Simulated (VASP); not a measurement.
# Si (I4_1/amd) in VASP: a series of runs

The runs below take Si through single point, relaxation of cell and atoms, with r2SCAN.

All numbers are computed with VASP 6.6.1; they aren't measurements. Logs are shortened: lines on timing, memory, paths and dates and some standing lists are left out, and cuts for length are marked.

## 1. The cell of the first run

Symmetry: I4_1/amd, No. 141, tetragonal system. Conventional cell: a = 4.885 Å, b = 4.885 Å, c = 2.530 Å, α = 90.00°, β = 90.00°, γ = 90.00°. Si (site symmetry -4m2) has 10 Si at 2.52 to 3.09 Å within 3.3 Å.

## 2. Single point, r2SCAN

POSCAR reads:

```
Si
1.0
   -2.4423099471      2.4423099471      1.2649836491
    2.4423099471     -2.4423099471      1.2649836491
    2.4423099471      2.4423099471     -1.2649836491
Si
2
Direct
    0.0000000000      0.0000000000      0.0000000000
    0.7500000000      0.2500000000      0.5000000000
```

INCAR.step1 reads:

```
SYSTEM = Si
PREC     = Accurate       ! precision mode
ENCUT    = 520            ! plane-wave cutoff, eV
ISMEAR   = 0              ! smearing method
SIGMA    = 0.1            ! smearing width, eV
LREAL    = .FALSE.        ! projectors in reciprocal space
LASPH    = .TRUE.         ! aspherical terms in the spheres
NELM     = 100            ! most SCF steps
NBANDS   = 11             ! bands
GGA      = PE             ! functional
ALGO     = Normal         ! electronic algorithm
EDIFF    = 1E-4           ! SCF threshold, eV
LWAVE    = .TRUE.         ! write WAVECAR
LCHARG   = .FALSE.        ! write CHGCAR
```

INCAR.step2 reads:

```
SYSTEM = Si
PREC     = Accurate       ! precision mode
ENCUT    = 520            ! plane-wave cutoff, eV
EDIFF    = 1E-6           ! SCF threshold, eV
ISMEAR   = 0              ! smearing method
SIGMA    = 0.1            ! smearing width, eV
LREAL    = .FALSE.        ! projectors in reciprocal space
LASPH    = .TRUE.         ! aspherical terms in the spheres
NELM     = 100            ! most SCF steps
ALGO     = Normal         ! electronic algorithm
ISIF     = 2              ! what is computed and relaxed
LWAVE    = .FALSE.        ! write WAVECAR
LCHARG   = .FALSE.        ! write CHGCAR
METAGGA  = R2SCAN         ! meta-GGA
LMIXTAU  = .TRUE.       
NBANDS   = 11             ! bands
ISTART   = 1
```

KPOINTS reads:

```
regular mesh
0
G
  6 6 6
  0 0 0
```

Potentials or basis: VASP PAW PBE potentials, release 64 (Si).

On the command line:

```
cat potpaw_PBE.64/Si/POTCAR > POTCAR
cp INCAR.step1 INCAR
mpirun -np 1 vasp_std > vasp.out
cp INCAR.step2 INCAR
mpirun -np 1 vasp_std > vasp.out
```

OUTCAR:

```text
SYSTEM = Si
   PREC = Accurate
   ENCUT = 520
   EDIFF = 1E-6
   ISMEAR = 0
   LREAL = .FALSE.
   LASPH = .TRUE.
   NELM = 100
   ISIF = 2
   METAGGA = R2SCAN
   ISTART = 1

 ion  position               nearest neighbor table
   1  0.000  0.000  0.000-   2 2.52   2 2.52   2 2.52   2 2.52   2 3.09   2 3.09   2 3.09   2 3.09

   2  0.750  0.250  0.500-   1 2.52   1 2.52   1 2.52   1 2.52   1 3.09   1 3.09   1 3.09   1 3.09

  LATTYP: Found a body centered tetragonal cell.
 ALAT       =     4.8846198942
 C/A-ratio  =     0.5179455829

  Lattice vectors:

 A1 = (  -2.4423099471,   2.4423099471,   1.2649836491)
 A2 = (   2.4423099471,  -2.4423099471,   1.2649836491)
 A3 = (   2.4423099471,   2.4423099471,  -1.2649836491)

Analysis of symmetry for initial positions (statically):
=====================================================================
 Subroutine PRICEL returns:
 Original cell was already a primitive cell.

 Routine SETGRP: Setting up the symmetry group for a
 body centered tetragonal supercell.

 Subroutine GETGRP returns: Found 16 space group operations
 (whereof  8 operations were pure point group operations)
 out of a pool of 16 trial point group operations.

The static configuration has the point symmetry D_2d.
 The point group associated with its full space group is D_4h.

Analysis of symmetry for dynamics (positions and initial velocities):
=====================================================================
 Subroutine PRICEL returns:
 Original cell was already a primitive cell.

 Routine SETGRP: Setting up the symmetry group for a
 body centered tetragonal supercell.

 Subroutine GETGRP returns: Found 16 space group operations
 (whereof  8 operations were pure point group operations)
 out of a pool of 16 trial point group operations.

The dynamic configuration has the point symmetry D_2d.
 The point group associated with its full space group is D_4h.

 Subroutine INISYM returns: Found 16 space group operations
 (whereof  8 operations are pure point group operations),
 and found     1 'primitive' translations

----------------------------------------------------------------------------------------

                                     Primitive cell

  volume of cell :      30.1819

  direct lattice vectors                    reciprocal lattice vectors
    -2.442309947  2.442309947  1.264983649     0.000000000  0.204724220  0.395262026
     2.442309947 -2.442309947  1.264983649     0.204724220  0.000000000  0.395262026
     2.442309947  2.442309947 -1.264983649     0.204724220  0.204724220  0.000000000

  length of vectors
     3.678306592  3.678306592  3.678306592     0.445133773  0.445133773  0.289523769

  position of ions in fractional coordinates (direct lattice)
     0.000000000  0.000000000  0.000000000
     0.750000000  0.250000000  0.500000000

  ion indices of the primitive-cell ions
   primitive index   ion index
                 1           1
                 2           2

----------------------------------------------------------------------------------------

 KPOINTS: regular mesh

Automatic generation of k-mesh.
 Grid dimensions read from file:
 generate k-points for:    6    6    6

 Generating k-lattice:

  Cartesian coordinates                     Fractional coordinates (reciprocal lattice)
     0.000000000  0.034120703  0.065877004     0.166666667  0.000000000  0.000000000
     0.034120703  0.000000000  0.065877004     0.000000000  0.166666667  0.000000000
     0.034120703  0.034120703  0.000000000     0.000000000  0.000000000  0.166666667

  Length of vectors
     0.074188962  0.074188962  0.048253962

  Shift w.r.t. Gamma in fractional coordinates (k-lattice)
     0.000000000  0.000000000  0.000000000

 Subroutine IBZKPT returns following result:
 ===========================================

 Found     30 irreducible k-points:

 Following reciprocal coordinates:
            Coordinates               Weight
  0.000000  0.000000  0.000000      1.000000
  0.166667  0.000000 -0.000000      8.000000
  0.333333  0.000000 -0.000000      8.000000
  0.500000  0.000000 -0.000000      4.000000
  0.166667  0.166667 -0.000000      8.000000
  0.333333  0.166667 -0.000000     16.000000
[... 16 lines left out ...]
 -0.333333 -0.333333  0.166667      8.000000
 -0.166667 -0.333333  0.166667      8.000000
 [... further k-points ...]
   k-points           NKPTS =     30   k-points in BZ     NKDIM =     30   number of bands    NBANDS=     11
   number of dos      NEDOS =    301   number of ions     NIONS =      2
   total plane-waves  NPLWV =  21952
   dimension x,y,z NGX =    28 NGY =   28 NGZ =   28
   dimension x,y,z NGXF=    56 NGYF=   56 NGZF=   56
   ions per type =               2
   NGX,Y,Z   is equivalent  to a cutoff of  12.65, 12.65, 12.65 a.u.
   NGXF,Y,Z  is equivalent  to a cutoff of  25.31, 25.31, 25.31 a.u.
 SYSTEM =  Si
   PREC   = accura    normal or accurate (medium, high low for compatibility)
   ISTART =      1    job   : 0-new  1-cont  2-samecut
   ICHARG =      0    charge: 1-file 2-atom 10-const
   ISPIN  =      1    spin polarized calculation?
   LNONCOLLINEAR =      F non collinear calculations
   LSORBIT =      F    spin-orbit coupling
   LASPH  =      T    aspherical Exc in radial PAW
   ENCUT  =  520.0 eV  38.22 Ry    6.18 a.u.   6.84  6.84  6.84*2*pi/ulx,y,z
   NELM   =    100;   NELMIN=  2; NELMDL=  0     # of ELM steps
   EDIFF  = 0.1E-05   stopping-criterion for ELM
   LREAL  =      F    real-space projection
[... 7 lines left out ...]
   TEBEG  =    0.0;   TEEND  =   0.0 temperature during run
   PSTRESS=    0.0 pullay stress
   NELECT =       8.0000    total number of electrons
   NUPDOWN=      -1.0000    fix difference up-down
   EMIN   =  10.00;   EMAX   =-10.00  energy-range for DOS
   EFERMI =   0.00;   METHOD = LEGACY
   ISMEAR =     0;   SIGMA  =   0.10  broadening in eV -4-tet -1-fermi 0-gaus
   EFERMI_NEDOS =   21; number of points for ismear=-14 and -15
   IALGO  =     38    algorithm
   IMIX   =      4    mixing-type and parameters
     AMIX     =   0.40;   BMIX     =  1.00
     AMIX_MAG =   1.60;   BMIX_MAG =  1.00
  volume/ion in A,a.u.               =      15.09       101.84
  Fermi-wavevector in a.u.,A,eV,Ry     =   1.051613  1.987261 15.046550  1.105890
  Thomas-Fermi vector in A             =   2.186663
   LORBIT       =      0    0 simple, 1 ext, 2 COOP (PROOUT), +10 PAW based schemes
   METAGGA = R2SCAN    functional components
   LHFCALC =     F    Hartree Fock is set to
   AEXX    =    0.0000 exact exchange contribution
   IVDW    =     0    specifies the selected vdW correction
   LEPSILON=     F    determine dielectric tensor
   LRPA    =     F    only Hartree local field effects (RPA)
 non-spin polarized calculation
 Gauss-broadening in eV      SIGMA  =   0.10
  energy-cutoff  :      520.00
  volume of cell :       30.18
 maximum number of plane-waves:       824
   NGX = 13   NGY = 13   NGZ = 13

 number of electron       8.0000000 magnetization

 Free energy of the ion-electron system (eV)
  ---------------------------------------------------
  ext. energy  EPLUGINS =         0.00000000
  ---------------------------------------------------
  free energy    TOTEN  =       -16.71679308 eV

  energy without entropy =      -16.71433975  energy(sigma->0) =      -16.71556641

 E-fermi :   9.4929     XC(G=0): -11.5346

 val. band max:        9.1999789511   @ k =  -0.1667   0.3333   0.1667
 cond. band min:       9.5827156105   @ k =   0.3333   0.1667  -0.0000
 fundamental gap:      0.3827366593
 Fermi energy:         9.4928503672

 k-point     1 :       0.0000    0.0000    0.0000
  band No.  band energies     occupation
      1      -5.3175      2.00000
      2       6.1636      2.00000
      3       6.1636      2.00000
      4       6.3252      2.00000
      5      10.9394      0.00000
      6      17.2954      0.00000
      7      18.1101      0.00000
      8      18.1101      0.00000
      9      19.7357      0.00000
     10      20.8171      0.00000
     11      21.5346      0.00000

 k-point     2 :       0.1667    0.0000   -0.0000
  band No.  band energies     occupation
      1      -4.4777      2.00000
      2       5.0117      2.00000
      3       6.1435      2.00000
      4       8.8799      2.00000
      5      12.5128      0.00000
      6      14.5063      0.00000
      7      14.7012      0.00000
      8      16.9322      0.00000
      9      17.6437      0.00000
     10      19.0444      0.00000
     11      20.4123      0.00000

 k-point     3 :       0.3333    0.0000   -0.0000
  band No.  band energies     occupation
      1      -1.9823      2.00000
      2       5.3181      2.00000
      3       6.7761      2.00000
      4       7.5665      2.00000
      5      10.5514      0.00000
      6      13.1386      0.00000
      7      13.6051      0.00000
      8      14.6161      0.00000
      9      16.6420      0.00000
     10      16.8617      0.00000
     11      21.5843      0.00000

 k-point     4 :       0.5000    0.0000   -0.0000
  band No.  band energies     occupation
      1       1.8739      2.00000
      2       2.3264      2.00000
      3       6.7377      2.00000
      4       7.8360      2.00000
      5       7.8475      2.00000
      6      10.6927      0.00000
      7      14.0614      0.00000
      8      15.0796      0.00000
      9      18.3803      0.00000
     10      20.7772      0.00000
     11      21.4297      0.00000
[... 239 lines left out ...]
 k-point    22 :      -0.1667    0.5000    0.1667
  band No.  band energies     occupation
      1       0.0569      2.00000
      2       3.3261      2.00000
      3       5.0892      2.00000
      4       5.7356      2.00000
      5       8.2072      2.00000
      6      13.3216      0.00000
      7      14.8478      0.00000
      8      18.3964      0.00000
      9      21.5273      0.00000
     10      21.9026      0.00000
     11      21.9952      0.00000

 k-point    23 :      -0.3333   -0.3333    0.1667
  band No.  band energies     occupation
      1       1.6629      2.00000
      2       1.6890      2.00000
      3       5.3519      2.00000
      4       6.0414      2.00000
      5       6.1678      2.00000
      6      13.5364      0.00000
      7      16.8965      0.00000
      8      17.6349      0.00000
      9      21.9420      0.00000
     10      21.9876      0.00000
     11      22.5133      0.00000

 k-point    24 :      -0.1667   -0.3333    0.1667
  band No.  band energies     occupation
      1       0.7340      2.00000
      2       4.6820      2.00000
      3       5.9494      2.00000
      4       7.4324      2.00000
      5       8.3524      2.00000
      6      11.1754      0.00000
      7      12.0210      0.00000
      8      14.3514      0.00000
      9      17.7274      0.00000
     10      20.6082      0.00000
     11      23.7492      0.00000

 [... further k-points ...]
[... 5 lines left out ...]
  --------------------------------------------------------------------------------------
  -------------------------------------------------------------------------------------
  Total        0.0434870      0.0434870      0.0598408      0.0000000      0.0000000      0.0000000
  in kB        2.3084646      2.3084646      3.1765910      0.0000000      0.0000000      0.0000000
  external PRESSURE =       2.5978401 kB  Pullay stress =       0.0000000 kB

 VOLUME and BASIS-vectors are now :
 -----------------------------------------------------------------------------
  energy-cutoff  :      520.00
  volume of cell :       30.18
      direct lattice vectors                 reciprocal lattice vectors
    -2.442309947  2.442309947  1.264983649     0.000000000  0.204724220  0.395262026
     2.442309947 -2.442309947  1.264983649     0.204724220  0.000000000  0.395262026
     2.442309947  2.442309947 -1.264983649     0.204724220  0.204724220  0.000000000

 POSITION                                       TOTAL-FORCE (eV/Angst)
 -----------------------------------------------------------------------------------
      0.00000      0.00000      0.00000        -0.000000      0.000000      0.000000
      0.00000      2.44231      0.63249         0.000000     -0.000000     -0.000000
 -----------------------------------------------------------------------------------
    total drift:                               -0.000000      0.000000     -0.000000

  FREE ENERGIE OF THE ION-ELECTRON SYSTEM (eV)
  ---------------------------------------------------
  free  energy   TOTEN  =       -16.7167930782 eV

  energy  without entropy=      -16.7143397505  energy(sigma->0) =      -16.71556641
```

Run time: 22 s. Hardware: 1 thread of AMD EPYC 9R45 (Zen 5), shared host; peak memory 0.12 GiB.

Results:

| Quantity | Value |
| --- | --- |
| Free energy | -16.7168 eV |
| Pressure | 0.3 GPa |
| Band gap on the k mesh | zero (bands 4 and 5 overlap by 5.63 eV) |

Caveat: the k points lie up to 0.47 Å⁻¹ apart, too coarse for converged energies and pressures of a metal; the PAW data sets were made with another functional, which shifts forces and pressure a little.

[end of part 1 of 2]

The gap in the log of VASP goes by the Fermi energy; the results here count the filled bands.